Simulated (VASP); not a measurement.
# TaN (P-6m2) in VASP: further runs, part 2 of 3

VASP 6.6.1. Earlier steps stand in the parts before.

**3. Single point, PBE+U**

This run uses another cell than the first one, of 10.98 Å³/atom, 1.003 times its volume.

File INCAR:

```
PREC = Accurate ; ENCUT = 600
EDIFF = 1E-6 ; ISMEAR = -1
SIGMA = 0.05 ; LREAL = False
LASPH = True ; NELM = 200
ALGO = Normal ; ISIF = 2
LWAVE = False ; LCHARG = False
LMAXMIX = 4 ; LDAU = True
LDAUTYPE = 2 ; LDAUL = 2 -1
LDAUU = 2 0 ; LDAUJ = 0 0
LDAUPRINT = 1 ; GGA = PE
NBANDS = 16 ; GGA_COMPAT = False
```

File KPOINTS:

```
Automatic mesh
0
Gamma
  10 10 9
```

File POSCAR:

```
TaN
1.0
    2.9566672245     -0.0000000029      0.0000000000
   -1.4783336097      2.5605489284      0.0000000000
    0.0000000000      0.0000000000      2.8999684137
Ta N
1 1
Direct
    0.3333333333      0.6666666667      0.5000000000
    0.0000000000      0.0000000000      0.0000000000
```

Potentials or basis: VASP PAW PBE potentials, release 64 (Ta_sv_GW, N).

Command:

```bash
> cat potpaw_PBE.64/Ta_sv_GW/POTCAR potpaw_PBE.64/N/POTCAR > POTCAR
> mpirun -np 1 vasp_std > vasp.out
```

OUTCAR:

```text
PREC = Accurate
   ENCUT = 600
   EDIFF = 1E-6
   ISMEAR = -1
   LREAL = False
   LASPH = True
   NELM = 200
   ISIF = 2
   GGA = PE

 ion  position               nearest neighbor table
   1  0.333  0.667  0.500-   2 2.24   2 2.24   2 2.24   2 2.24   2 2.24   2 2.24
   2  0.000  0.000  0.000-   1 2.24   1 2.24   1 2.24   1 2.24   1 2.24   1 2.24

  LATTYP: Found a hexagonal cell.
 ALAT       =     2.9566672245
 C/A-ratio  =     0.9808234047

  Lattice vectors:

 A1 = (   2.9566672245,  -0.0000000029,   0.0000000000)
 A2 = (  -1.4783336097,   2.5605489284,   0.0000000000)
 A3 = (   0.0000000000,   0.0000000000,   2.8999684137)

Analysis of symmetry for initial positions (statically):
=====================================================================
 Subroutine PRICEL returns:
 Original cell was already a primitive cell.

 Routine SETGRP: Setting up the symmetry group for a
 hexagonal supercell.

 Subroutine GETGRP returns: Found 12 space group operations
 (whereof 12 operations were pure point group operations)
 out of a pool of 24 trial point group operations.

The static configuration has the point symmetry D_3h.

Analysis of symmetry for dynamics (positions and initial velocities):
=====================================================================
 Subroutine PRICEL returns:
 Original cell was already a primitive cell.

 Routine SETGRP: Setting up the symmetry group for a
 hexagonal supercell.

 Subroutine GETGRP returns: Found 12 space group operations
[... 169 lines left out ...]
  o =  0.1755  v = -0.0000  0.6712 -0.0000  0.7412 -0.0000  0.0000  0.0000  0.0000  0.0000  0.0000      0.0000  0.0000  0.0000  0.0000  0.0000  0.0000  0.0000  0.0000  0.0000  0.0000
  o =  0.1755  v =  0.0000  0.0000  0.0000  0.0000  0.0000 -0.0000  0.6712 -0.0000  0.7412 -0.0000      0.0000  0.0000  0.0000  0.0000  0.0000  0.0000  0.0000  0.0000  0.0000  0.0000
  o =  0.2543  v =  0.0000  0.0000  0.0000  0.0000  0.0000 -0.9505  0.0000 -0.0000  0.0000  0.3106      0.0000  0.0000  0.0000  0.0000  0.0000  0.0000  0.0000  0.0000  0.0000  0.0000
  o =  0.2543  v = -0.9505  0.0000 -0.0000  0.0000  0.3106  0.0000  0.0000  0.0000  0.0000  0.0000      0.0000  0.0000  0.0000  0.0000  0.0000  0.0000  0.0000  0.0000  0.0000  0.0000
  o =  0.2543  v =  0.0000  0.0000  0.0000  0.0000  0.0000 -0.3106 -0.0000 -0.0000 -0.0000 -0.9505      0.0000  0.0000  0.0000  0.0000  0.0000  0.0000  0.0000  0.0000  0.0000  0.0000
  o =  0.2543  v = -0.3106 -0.0000 -0.0000 -0.0000 -0.9505  0.0000  0.0000  0.0000  0.0000  0.0000      0.0000  0.0000  0.0000  0.0000  0.0000  0.0000  0.0000  0.0000  0.0000  0.0000
  o =  0.2993  v = -0.0000  0.0000  1.0000  0.0000 -0.0000  0.0000  0.0000  0.0000  0.0000  0.0000      0.0000  0.0000  0.0000  0.0000  0.0000  0.0000  0.0000  0.0000  0.0000  0.0000
  o =  0.2993  v =  0.0000  0.0000  0.0000  0.0000  0.0000 -0.0000  0.0000  1.0000  0.0000 -0.0000      0.0000  0.0000  0.0000  0.0000  0.0000  0.0000  0.0000  0.0000  0.0000  0.0000

 number of electron      17.9999999 magnetization

 Free energy of the ion-electron system (eV)
  ---------------------------------------------------
  ext. energy  EPLUGINS =         0.00000000
  ---------------------------------------------------
  free energy    TOTEN  =       -23.18623588 eV

  energy without entropy =      -23.18593412  energy(sigma->0) =      -23.18608500

 E-fermi :  12.5731     XC(G=0): -13.5808

 val. band max:       12.4499550144   @ k =   0.0000   0.0000   0.4444
 cond. band min:      12.7563697855   @ k =   0.0000   0.0000   0.3333
 fundamental gap:      0.3064147711
 Fermi energy:        12.5730823821

 k-point     1 :       0.0000    0.0000    0.0000
  band No.  band energies     occupation
      1     -56.5876      2.00000
      2     -22.8460      2.00000
      3     -22.6007      2.00000
      4     -22.6007      2.00000
      5      -5.3409      2.00000
      6       7.9114      2.00000
[... 433 lines left out ...]
      3     -22.8597      2.00000
      4     -22.8071      2.00000
      5      -3.0971      2.00000
      6       4.3782      2.00000
[... 8 lines left out ...]
     15      23.8021      0.00000
     16      27.7045      0.00000

 [... further k-points ...]
[... 5 lines left out ...]
  --------------------------------------------------------------------------------------
  -------------------------------------------------------------------------------------
  Total        0.5420576      0.5420576      0.7494500      0.0000000     -0.0000000      0.0000000
  in kB       39.5573543     39.5573543     54.6920845      0.0000000     -0.0000000      0.0000000
  external PRESSURE =      44.6022644 kB  Pullay stress =       0.0000000 kB

 VOLUME and BASIS-vectors are now :
 -----------------------------------------------------------------------------
  energy-cutoff  :      600.00
  volume of cell :       21.95
      direct lattice vectors                 reciprocal lattice vectors
     2.956667224 -0.000000003  0.000000000     0.338218651  0.195270629  0.000000000
    -1.478333610  2.560548928  0.000000000     0.000000000  0.390541258  0.000000000
     0.000000000  0.000000000  2.899968414     0.000000000  0.000000000  0.344831342

 POSITION                                       TOTAL-FORCE (eV/Angst)
 -----------------------------------------------------------------------------------
      0.00000      1.70703      1.44998        -0.000000      0.000000      0.000000
      0.00000      0.00000      0.00000         0.000000      0.000000      0.000000
 -----------------------------------------------------------------------------------
    total drift:                                0.000000     -0.000000     -0.000000

  FREE ENERGIE OF THE ION-ELECTRON SYSTEM (eV)
  ---------------------------------------------------
  free  energy   TOTEN  =       -23.1862358788 eV

  energy  without entropy=      -23.1859341163  energy(sigma->0) =      -23.18608500
```

OSZICAR:

```text
N       E                     dE             d eps       ncg     rms          rms(c)
DAV:   1     0.119214699653E+03    0.11921E+03   -0.12145E+04  2248   0.127E+03
DAV:   2    -0.216310327987E+02   -0.14085E+03   -0.13620E+03  3160   0.338E+02
DAV:   3    -0.269224797677E+02   -0.52914E+01   -0.52851E+01  2632   0.606E+01
DAV:   4    -0.270662852711E+02   -0.14381E+00   -0.14380E+00  3296   0.684E+00
DAV:   5    -0.270704562301E+02   -0.41710E-02   -0.41710E-02  2640   0.861E-01    0.551E+01
DAV:   6    -0.233183596133E+02    0.37521E+01   -0.80077E+00  2688   0.247E+01    0.603E+01
DAV:   7    -0.232404079326E+02    0.77952E-01   -0.56578E-01  2336   0.592E+00    0.281E+01
DAV:   8    -0.231880522590E+02    0.52356E-01   -0.15361E-01  2928   0.316E+00    0.801E+00
DAV:   9    -0.231862623210E+02    0.17899E-02   -0.16909E-02  2824   0.118E+00    0.484E-01
DAV:  10    -0.231861855114E+02    0.76810E-04   -0.19123E-03  2352   0.450E-01    0.189E-01
DAV:  11    -0.231862376277E+02   -0.52116E-04   -0.11998E-04  2768   0.123E-01    0.212E-01
DAV:  12    -0.231862356001E+02    0.20276E-05   -0.10631E-05  2760   0.333E-02    0.291E-02
DAV:  13    -0.231862358788E+02   -0.27878E-06   -0.64340E-07  1544   0.793E-03
   1 F= -.23186236E+02 E0= -.23186085E+02  d E =-.301763E-03
```

It took 9.3 s on 1 thread of Intel Xeon 6975P-C (Granite Rapids), shared host; peak memory 0.16 GiB.

What came out:

* Free energy: -23.1862 eV
* Pressure: 4.5 GPa
* Band gap on the k mesh: zero (band 9 reaches 12.76 eV, above the bottom of band 10 at 12.45 eV)

Stress tensor (GPa, compression positive):
```
3.96 0.00 0.00
0.00 3.96 0.00
0.00 0.00 5.47
```

Eigenvalues of the final occupation matrices:
```csv
site,spin,trace,eigenvalues
site 1 d,1,1.16,0.18 0.18 0.25 0.25 0.30
site 1 d,2,1.16,0.18 0.18 0.25 0.25 0.30
```

Caveat: spin-orbit coupling is left out, which moves the levels of the heavy elements; U without spin polarisation on a metal has little footing.

**4. Single point, PBE+U**

This run uses another cell than the first one, of 11.26 Å³/atom, 1.028 times its volume.

File INCAR:

```
PREC     = Accurate       # precision mode
ENCUT    = 600            # plane-wave cutoff, eV
EDIFF    = 1E-6           # SCF threshold, eV
ISMEAR   = -1             # smearing method
SIGMA    = 0.05           # smearing width, eV
LREAL    = F              # projectors in reciprocal space
LASPH    = T              # aspherical terms in the spheres
NELM     = 200            # most SCF steps
ALGO     = Normal         # electronic algorithm
ISIF     = 2              # what is computed and relaxed
LWAVE    = F              # write WAVECAR
LCHARG   = F              # write CHGCAR
LMAXMIX  = 4              # l up to which the mixer works
LDAU     = T              # DFT+U
LDAUTYPE = 2            
LDAUL    = 2 -1           # shell
LDAUU    = 8 0            # U, eV
LDAUJ    = 0 0          
LDAUPRINT= 1            
GGA      = PE             # functional
NBANDS   = 16             # bands
GGA_COMPAT= F
```

KPOINTS is that of step 3.

File POSCAR:

```
TaN
1.0
    2.9962927635     -0.0000000029      0.0000000000
   -1.4981463792      2.5948656519      0.0000000000
    0.0000000000      0.0000000000      2.8958875357
Ta N
1 1
Direct
    0.3333333333      0.6666666667      0.5000000000
    0.0000000000      0.0000000000      0.0000000000
```

Potentials or basis: VASP PAW PBE potentials, release 64 (Ta_sv_GW, N).

Command:

```bash
> cat potpaw_PBE.64/Ta_sv_GW/POTCAR potpaw_PBE.64/N/POTCAR > POTCAR
> mpirun -np 1 vasp_std > vasp.out
```

OUTCAR:

```text
PREC = Accurate
   ENCUT = 600
   EDIFF = 1E-6
   ISMEAR = -1
   LREAL = F
   LASPH = T
   NELM = 200
   ISIF = 2
   GGA = PE

 ion  position               nearest neighbor table
   1  0.333  0.667  0.500-   2 2.26   2 2.26   2 2.26   2 2.26   2 2.26   2 2.26
   2  0.000  0.000  0.000-   1 2.26   1 2.26   1 2.26   1 2.26   1 2.26   1 2.26

  LATTYP: Found a hexagonal cell.
 ALAT       =     2.9962927635
 C/A-ratio  =     0.9664901811

  Lattice vectors:

 A1 = (   2.9962927635,  -0.0000000029,   0.0000000000)
 A2 = (  -1.4981463792,   2.5948656519,   0.0000000000)
 A3 = (   0.0000000000,   0.0000000000,   2.8958875357)

Analysis of symmetry for initial positions (statically):
=====================================================================
 Subroutine PRICEL returns:
 Original cell was already a primitive cell.

 Routine SETGRP: Setting up the symmetry group for a
 hexagonal supercell.

 Subroutine GETGRP returns: Found 12 space group operations
 (whereof 12 operations were pure point group operations)
 out of a pool of 24 trial point group operations.

The static configuration has the point symmetry D_3h.

Analysis of symmetry for dynamics (positions and initial velocities):
=====================================================================
 Subroutine PRICEL returns:
 Original cell was already a primitive cell.

 Routine SETGRP: Setting up the symmetry group for a
[... 171 lines left out ...]
  o =  0.1404  v =  0.0000  0.0000  0.0000  0.0000  0.0000 -0.0000  0.2144 -0.0000 -0.9767 -0.0000      0.0000  0.0000  0.0000  0.0000  0.0000  0.0000  0.0000  0.0000  0.0000  0.0000
  o =  0.1404  v = -0.0000 -0.9767  0.0000 -0.2144 -0.0000  0.0000  0.0000  0.0000  0.0000  0.0000      0.0000  0.0000  0.0000  0.0000  0.0000  0.0000  0.0000  0.0000  0.0000  0.0000
  o =  0.1404  v =  0.0000  0.0000  0.0000  0.0000  0.0000 -0.0000 -0.9767  0.0000 -0.2144 -0.0000      0.0000  0.0000  0.0000  0.0000  0.0000  0.0000  0.0000  0.0000  0.0000  0.0000
  o =  0.2216  v =  0.0000  0.0000  0.0000  0.0000  0.0000  0.9999  0.0000  0.0000 -0.0000 -0.0109      0.0000  0.0000  0.0000  0.0000  0.0000  0.0000  0.0000  0.0000  0.0000  0.0000
  o =  0.2216  v =  0.9999  0.0000  0.0000 -0.0000 -0.0109  0.0000  0.0000  0.0000  0.0000  0.0000      0.0000  0.0000  0.0000  0.0000  0.0000  0.0000  0.0000  0.0000  0.0000  0.0000
  o =  0.2216  v =  0.0000  0.0000  0.0000  0.0000  0.0000 -0.0109  0.0000  0.0000  0.0000 -0.9999      0.0000  0.0000  0.0000  0.0000  0.0000  0.0000  0.0000  0.0000  0.0000  0.0000
  o =  0.2216  v = -0.0109  0.0000  0.0000  0.0000 -0.9999  0.0000  0.0000  0.0000  0.0000  0.0000      0.0000  0.0000  0.0000  0.0000  0.0000  0.0000  0.0000  0.0000  0.0000  0.0000
  o =  0.2943  v = -0.0000  0.0000  1.0000  0.0000  0.0000  0.0000  0.0000  0.0000  0.0000  0.0000      0.0000  0.0000  0.0000  0.0000  0.0000  0.0000  0.0000  0.0000  0.0000  0.0000
  o =  0.2943  v =  0.0000  0.0000  0.0000  0.0000  0.0000 -0.0000  0.0000  1.0000  0.0000  0.0000      0.0000  0.0000  0.0000  0.0000  0.0000  0.0000  0.0000  0.0000  0.0000  0.0000

 number of electron      17.9999998 magnetization

 Free energy of the ion-electron system (eV)
  ---------------------------------------------------
  ext. energy  EPLUGINS =         0.00000000
  ---------------------------------------------------
  free energy    TOTEN  =       -18.19038846 eV

  energy without entropy =      -18.19006874  energy(sigma->0) =      -18.19022860

 E-fermi :  13.3199     XC(G=0): -13.4500

 val. band max:       13.2024568365   @ k =   0.0000   0.0000   0.4444
 cond. band min:      13.5061400134   @ k =   0.1000  -0.0000   0.4444
 fundamental gap:      0.3036831769
 Fermi energy:        13.3199480283

 k-point     1 :       0.0000    0.0000    0.0000
  band No.  band energies     occupation
      1     -57.5476      2.00000
      2     -23.7215      2.00000
      3     -23.5635      2.00000
      4     -23.5635      2.00000
      5      -5.2184      2.00000
      6       8.2338      2.00000
[... 433 lines left out ...]
      3     -23.7833      2.00000
      4     -23.7036      2.00000
      5      -2.9657      2.00000
      6       4.4928      2.00000
[... 8 lines left out ...]
     15      23.2781      0.00000
     16      27.4288      0.00000

 [... further k-points ...]
[... 5 lines left out ...]
  --------------------------------------------------------------------------------------
  -------------------------------------------------------------------------------------
  Total        1.6648807      1.6648807      3.3391704      0.0000000      0.0000000      0.0000000
  in kB      118.4712238    118.4712239    237.6119864      0.0000000      0.0000000      0.0000000
  external PRESSURE =     158.1848114 kB  Pullay stress =       0.0000000 kB

 VOLUME and BASIS-vectors are now :
 -----------------------------------------------------------------------------
  energy-cutoff  :      600.00
  volume of cell :       22.52
      direct lattice vectors                 reciprocal lattice vectors
     2.996292764 -0.000000003  0.000000000     0.333745758  0.192688203  0.000000000
    -1.498146379  2.594865652  0.000000000     0.000000000  0.385376407  0.000000000
     0.000000000  0.000000000  2.895887536     0.000000000  0.000000000  0.345317278

 POSITION                                       TOTAL-FORCE (eV/Angst)
 -----------------------------------------------------------------------------------
      0.00000      1.72991      1.44794        -0.000000      0.000000      0.000000
      0.00000      0.00000      0.00000         0.000000     -0.000000      0.000000
 -----------------------------------------------------------------------------------
    total drift:                                0.000000     -0.000000     -0.000000

  FREE ENERGIE OF THE ION-ELECTRON SYSTEM (eV)
  ---------------------------------------------------
  free  energy   TOTEN  =       -18.1903884650 eV

  energy  without entropy=      -18.1900687396  energy(sigma->0) =      -18.19022860
```

stdout:

```text
POSCAR found type information on POSCAR TaN
 POSCAR found :  2 types and       2 ions
 scaLAPACK will be used
 LDA part: xc-table for (Slater+PW92), standard interpolation
 POSCAR, INCAR and KPOINTS ok, starting setup
 FFT: planning ... GRIDC
 FFT: planning ... GRID_SOFT
 FFT: planning ... GRID
 WAVECAR not read
 entering main loop
```

Wall time 11 s (1 thread of Intel Xeon 6975P-C (Granite Rapids), shared host); peak memory 0.16 GiB.

What came out:

* Free energy: -18.1904 eV
* Pressure: 15.8 GPa
* Band gap on the k mesh: zero (band 9 reaches 13.53 eV, above the bottom of band 10 at 13.20 eV)

Stress tensor (GPa, compression positive):
```
11.85  0.00  0.00
 0.00 11.85  0.00
 0.00  0.00 23.76
```

Eigenvalues of the final occupation matrices:
| site | spin | trace | eigenvalues |
| --- | --- | --- | --- |
| site 1 d | 1 | 1.02 | 0.14 0.14 0.22 0.22 0.29 |
| site 1 d | 2 | 1.02 | 0.14 0.14 0.22 0.22 0.29 |

Caveat: spin-orbit coupling is left out, which moves the levels of the heavy elements; U without spin polarisation on a metal has little footing.

[end of part 2 of 3]
